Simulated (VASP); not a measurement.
# NaF (P6_3/mmc) in VASP: single point with r2SCAN+rVV10

Aim: the single point of NaF with r2SCAN+rVV10.

Everything below comes from runs of VASP 6.6.1. Logs are shortened: lines on timing, memory, paths and dates and some standing lists are left out, and cuts for length are marked.

**1. The cell of the first run**

Symmetry: P6_3/mmc, No. 194, hexagonal system. Conventional cell: a = 3.850 Å, b = 3.850 Å, c = 4.535 Å, α = 90.00°, β = 90.00°, γ = 120.00°. Within 2.9 Å of Na (site symmetry -6m2) lie 5 F at 2.22 to 2.27 Å. Within 2.9 Å of F (site symmetry -6m2) lie 5 Na at 2.22 to 2.27 Å.

**2. Single point, r2SCAN+rVV10**

Contents of POSCAR:

```
NaF
1.0
    3.8497321722      0.0000000000      0.0000000000
   -1.9248660861      3.3339658589      0.0000000000
    0.0000000000      0.0000000000      4.5349648729
Na F
2 2
Direct
    0.3333333333      0.6666666667      0.2500000000
    0.6666666667      0.3333333333      0.7500000000
    0.6666666667      0.3333333333      0.2500000000
    0.3333333333      0.6666666667      0.7500000000
```

Contents of INCAR.step1:

```
PREC = Accurate
ENCUT = 520
ISMEAR = -1
SIGMA = 0.03
LREAL = F
LASPH = T
NELM = 100
NBANDS = 22
GGA = PE
ALGO = Normal
EDIFF = 1E-4
LWAVE = T
LCHARG = F
```

Contents of INCAR.step2:

```
PREC = Accurate
ENCUT = 520
EDIFF = 1E-6
ISMEAR = -1
SIGMA = 0.03
LREAL = F
LASPH = T
NELM = 100
ALGO = Normal
ISIF = 2
LWAVE = F
LCHARG = F
METAGGA = R2SCAN
LMIXTAU = T
LUSE_VDW = T
IVDW_NL = 2
BPARAM = 11.95
CPARAM = 0.0093
NBANDS = 22
ISTART = 1
```

Contents of KPOINTS:

```
Automatic mesh
0
Gamma
  12 12 6
```

Potentials or basis: VASP PAW PBE potentials, release 64 (Na_pv, F).

Started as:

```console
> cat potpaw_PBE.64/Na_pv/POTCAR potpaw_PBE.64/F/POTCAR > POTCAR
> cp INCAR.step1 INCAR
> mpirun -np 1 vasp_std > vasp.out
> cp INCAR.step2 INCAR
> mpirun -np 1 vasp_std > vasp.out
```

OUTCAR:

```text
PREC = Accurate
   ENCUT = 520
   EDIFF = 1E-6
   ISMEAR = -1
   LREAL = F
   LASPH = T
   NELM = 100
   ISIF = 2
   METAGGA = R2SCAN
   IVDW_NL = 2
   BPARAM = 11.95
   ISTART = 1

 ion  position               nearest neighbor table
   1  0.333  0.667  0.250-   3 2.22   3 2.22   3 2.22   4 2.27   4 2.27
   2  0.667  0.333  0.750-   4 2.22   4 2.22   4 2.22   3 2.27   3 2.27
   3  0.667  0.333  0.250-   1 2.22   1 2.22   1 2.22   2 2.27   2 2.27
   4  0.333  0.667  0.750-   2 2.22   2 2.22   2 2.22   1 2.27   1 2.27

  LATTYP: Found a hexagonal cell.
 ALAT       =     3.8497321722
 C/A-ratio  =     1.1779949020

  Lattice vectors:

 A1 = (   3.8497321722,   0.0000000000,   0.0000000000)
 A2 = (  -1.9248660861,   3.3339658589,   0.0000000000)
 A3 = (   0.0000000000,   0.0000000000,   4.5349648729)

Analysis of symmetry for initial positions (statically):
=====================================================================
 Subroutine PRICEL returns:
 Original cell was already a primitive cell.

 Routine SETGRP: Setting up the symmetry group for a
 hexagonal supercell.

 Subroutine GETGRP returns: Found 24 space group operations
 (whereof 12 operations were pure point group operations)
 out of a pool of 24 trial point group operations.

The static configuration has the point symmetry D_3d.
 The point group associated with its full space group is D_6h.

Analysis of symmetry for dynamics (positions and initial velocities):
=====================================================================
 Subroutine PRICEL returns:
 Original cell was already a primitive cell.

 Routine SETGRP: Setting up the symmetry group for a
 hexagonal supercell.

 Subroutine GETGRP returns: Found 24 space group operations
 (whereof 12 operations were pure point group operations)
 out of a pool of 24 trial point group operations.

The dynamic configuration has the point symmetry D_3d.
 The point group associated with its full space group is D_6h.

 Subroutine INISYM returns: Found 24 space group operations
 (whereof 12 operations are pure point group operations),
 and found     1 'primitive' translations

----------------------------------------------------------------------------------------

                                     Primitive cell

  volume of cell :      58.2057

  direct lattice vectors                    reciprocal lattice vectors
[... 84 lines left out ...]
   ICHARG =      0    charge: 1-file 2-atom 10-const
   ISPIN  =      1    spin polarized calculation?
   LNONCOLLINEAR =      F non collinear calculations
   LSORBIT =      F    spin-orbit coupling
   LASPH  =      T    aspherical Exc in radial PAW
   ENCUT  =  520.0 eV  38.22 Ry    6.18 a.u.   7.16  7.16  8.43*2*pi/ulx,y,z
   NELM   =    100;   NELMIN=  2; NELMDL=  0     # of ELM steps
   EDIFF  = 0.1E-05   stopping-criterion for ELM
   LREAL  =      F    real-space projection
   EDIFFG = 0.1E-04   stopping-criterion for IOM
   NSW    =      0    number of steps for IOM
   IBRION =     -1    ionic relax: 0-MD 1-quasi-New 2-CG
   NFREE  =      0    steps in history (QN), initial steepest desc. (CG)
   ISIF   =      2    stress and relaxation
   ISYM   =      2    0-nonsym 1-usesym 2-fastsym
   POTIM  = 0.5000    time-step for ionic-motion
   TEBEG  =    0.0;   TEEND  =   0.0 temperature during run
   PSTRESS=    0.0 pullay stress
   NELECT =      28.0000    total number of electrons
   NUPDOWN=      -1.0000    fix difference up-down
   EMIN   =  10.00;   EMAX   =-10.00  energy-range for DOS
   EFERMI =   0.00;   METHOD = LEGACY
   ISMEAR =    -1;   SIGMA  =   0.03  broadening in eV -4-tet -1-fermi 0-gaus
   EFERMI_NEDOS =   21; number of points for ismear=-14 and -15
   IALGO  =     38    algorithm
   IMIX   =      4    mixing-type and parameters
     AMIX     =   0.40;   BMIX     =  1.00
     AMIX_MAG =   1.60;   BMIX_MAG =  1.00
  volume/ion in A,a.u.               =      14.55        98.20
  Fermi-wavevector in a.u.,A,eV,Ry     =   1.282741  2.424029 22.387359  1.645424
  Thomas-Fermi vector in A             =   2.415035
   LORBIT       =      0    0 simple, 1 ext, 2 COOP (PROOUT), +10 PAW based schemes
   METAGGA = R2SCAN    functional components
   LHFCALC =     F    Hartree Fock is set to
   AEXX    =    0.0000 exact exchange contribution
   IVDW_NL    =     2    kernel type
   BPARAM     =11.9500
   IVDW    =     0    specifies the selected vdW correction
   LEPSILON=     F    determine dielectric tensor
   LRPA    =     F    only Hartree local field effects (RPA)
 non-spin polarized calculation
  energy-cutoff  :      520.00
  volume of cell :       58.21
 maximum number of plane-waves:      1596
 NGX is ok and might be reduce to    30
   NGX = 15   NGY = 15   NGZ = 17

 number of electron      27.9999992 magnetization

 Free energy of the ion-electron system (eV)
  ---------------------------------------------------
  ext. energy  EPLUGINS =         0.00000000
  ---------------------------------------------------
  free energy    TOTEN  =       -23.86380683 eV

  energy without entropy =      -23.86380683  energy(sigma->0) =      -23.86380683

 E-fermi :  -2.7596     XC(G=0):  -8.8428

 val. band max:       -3.3642965254   @ k =   0.0000   0.0000   0.0000
 cond. band min:       2.9046179521   @ k =   0.0000   0.0000   0.0000
 fundamental gap:      6.2689144775
 Fermi energy:        -2.7596147204

 k-point     1 :       0.0000    0.0000    0.0000
  band No.  band energies     occupation
      1     -23.6353      2.00000
      2     -23.4063      2.00000
      3     -22.9467      2.00000
      4     -22.8992      2.00000
      5     -22.8990      2.00000
      6     -22.8491      2.00000
[... 589 lines left out ...]
     21      14.0582      0.00000
     22      14.2064      0.00000

 [... further k-points ...]
[... 5 lines left out ...]
  --------------------------------------------------------------------------------------
  -------------------------------------------------------------------------------------
  Total       -0.2177284     -0.2177284     -0.2019593     -0.0000000     -0.0000000      0.0000000
  in kB       -5.9932189     -5.9932189     -5.5591559     -0.0000000     -0.0000000      0.0000000
  external PRESSURE =      -5.8485312 kB  Pullay stress =       0.0000000 kB

 VOLUME and BASIS-vectors are now :
 -----------------------------------------------------------------------------
  energy-cutoff  :      520.00
  volume of cell :       58.21
      direct lattice vectors                 reciprocal lattice vectors
     3.849732172  0.000000000  0.000000000     0.259758330  0.149971542  0.000000000
    -1.924866086  3.333965859  0.000000000     0.000000000  0.299943083  0.000000000
     0.000000000  0.000000000  4.534964873     0.000000000  0.000000000  0.220508874

 POSITION                                       TOTAL-FORCE (eV/Angst)
 -----------------------------------------------------------------------------------
     -0.00000      2.22264      1.13374        -0.000000      0.000000      0.000000
      1.92487      1.11132      3.40122         0.000000     -0.000000      0.000000
      1.92487      1.11132      1.13374         0.000000      0.000000     -0.000000
     -0.00000      2.22264      3.40122         0.000000     -0.000000      0.000000
 -----------------------------------------------------------------------------------
    total drift:                               -0.000000     -0.000000     -0.000000

  FREE ENERGIE OF THE ION-ELECTRON SYSTEM (eV)
  ---------------------------------------------------
  free  energy   TOTEN  =       -23.8638068281 eV

  energy  without entropy=      -23.8638068281  energy(sigma->0) =      -23.86380683
```

OUTCAR.step1:

```text
PREC = Accurate
   ENCUT = 520
   ISMEAR = -1
   LREAL = F
   LASPH = T
[... 830 lines left out ...]
     -0.00000      2.22264      1.13374        -0.000000      0.000000      0.000000
      1.92487      1.11132      3.40122         0.000000     -0.000000     -0.000000
      1.92487      1.11132      1.13374         0.000000     -0.000000     -0.000000
     -0.00000      2.22264      3.40122        -0.000000      0.000000     -0.000000
 -----------------------------------------------------------------------------------
    total drift:                               -0.000000     -0.000000     -0.000000

  FREE ENERGIE OF THE ION-ELECTRON SYSTEM (eV)
  ---------------------------------------------------
  free  energy   TOTEN  =       -16.9503179150 eV

  energy  without entropy=      -16.9503179150  energy(sigma->0) =      -16.95031791
```

OSZICAR.step1:

```text
N       E                     dE             d eps       ncg     rms          rms(c)
DAV:   1     0.320323630886E+03    0.32032E+03   -0.15325E+04  3356   0.155E+03
DAV:   2     0.915498421937E+01   -0.31117E+03   -0.29376E+03  3656   0.451E+02
DAV:   3    -0.186004910340E+02   -0.27755E+02   -0.27606E+02  4016   0.132E+02
DAV:   4    -0.191591166815E+02   -0.55863E+00   -0.55846E+00  3638   0.211E+01
DAV:   5    -0.191699537292E+02   -0.10837E-01   -0.10837E-01  3836   0.276E+00    0.824E+00
DAV:   6    -0.169737706810E+02    0.21962E+01   -0.84424E+00  4956   0.202E+01    0.275E+00
DAV:   7    -0.169362878593E+02    0.37483E-01   -0.91395E-02  3506   0.265E+00    0.165E+00
DAV:   8    -0.169448304118E+02   -0.85426E-02   -0.70945E-02  3420   0.399E+00    0.254E-01
DAV:   9    -0.169501150173E+02   -0.52846E-02   -0.15098E-02  3640   0.899E-01    0.182E-01
DAV:  10    -0.169503021185E+02   -0.18710E-03   -0.34607E-03  4012   0.656E-01    0.244E-02
DAV:  11    -0.169503179150E+02   -0.15797E-04   -0.11398E-04  3684   0.912E-02
   1 F= -.16950318E+02 E0= -.16950318E+02  d E =-.218831E-11
```

Wall time 5.7 min (1 thread of Intel Xeon Platinum 8259CL at 2.50GHz (Skylake/Cascade Lake), shared host); peak memory 0.35 GiB.

Results:

```yaml
Free_energy: -23.8638 eV
Pressure: -0.6 GPa
Band_gap_on_the_k_mesh: 6.27 eV
```

Levels at points of the mesh, in eV from the valence-band top:
| k point | band 12 | band 13 | band 14 | band 15 | band 16 | band 17 |
| --- | --- | --- | --- | --- | --- | --- |
| (0.00, 0.00, 0.00) | -0.32 | -0.32 | 0.00 | 6.27 | 13.63 | 13.82 |
| (0.50, 0.00, 0.00) | -0.61 | -0.37 | -0.18 | 9.21 | 11.49 | 13.34 |
| (0.00, 0.00, 0.50) | -0.48 | -0.48 | -0.48 | 8.58 | 8.58 | 17.46 |
| (0.50, 0.00, 0.50) | -0.49 | -0.28 | -0.28 | 10.33 | 10.33 | 13.56 |

Caveat: the PAW data sets were made with another functional, which shifts forces and pressure a little.
